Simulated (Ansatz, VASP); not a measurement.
Two plane-wave programs on TaCrS3

```
Ta Cr S
1.0
     4.79160    0.00000    0.00000
     0.00000    4.79160    0.00000
     0.00000    0.00000    4.79160
Ta Cr S
1 1 3
Cartesian
  2.3958 2.3958 2.3958
  0.0000 0.0000 0.0000
  2.3958 2.3958 0.0000
  2.3958 0.0000 2.3958
  0.0000 2.3958 2.3958
```

Alike in both runs: functional PBE; k mesh 8 × 8 × 8; occupations gaussian, width 0.1 eV; collinear spin.

Ansatz relaxed the structure, and its values are those at the end. VASP's run is a single point on that final structure, the one shown.

|  | VASP | Ansatz |
| --- | --- | --- |
| version | VASP 6.6.1 | Ansatz 0.2.0 |
| potentials or method | VASP PAW PBE potentials, release 64 (Ta_pv, Cr_pv, S), cutoff 520 eV | scalar-relativistic, plane waves, PAW |
| valence electrons in the cell | 41 | 45 |

|  | VASP | Ansatz | Ansatz less VASP |
| --- | --- | --- | --- |
| gap on the k mesh at the Fermi level (eV) | none | none | - |
| pressure (GPa) | 0.0 | 0.0 | +0.03 |
| net moment per atom (μB) | 0.92 | 0.92 | 0.000 |
| size of the moment on the site where the two differ most (μB) | 4.21 | 4.44 | +0.235 |

Site moments also hang on the region over which each program counts them. A gap of «none» marks a metal or a gap that the smearing closes. VASP's potentials hold 41 valence electrons a cell and Ansatz's 45, so a difference there can come from the potentials and not from the codes.

Neither program's run includes spin-orbit coupling.
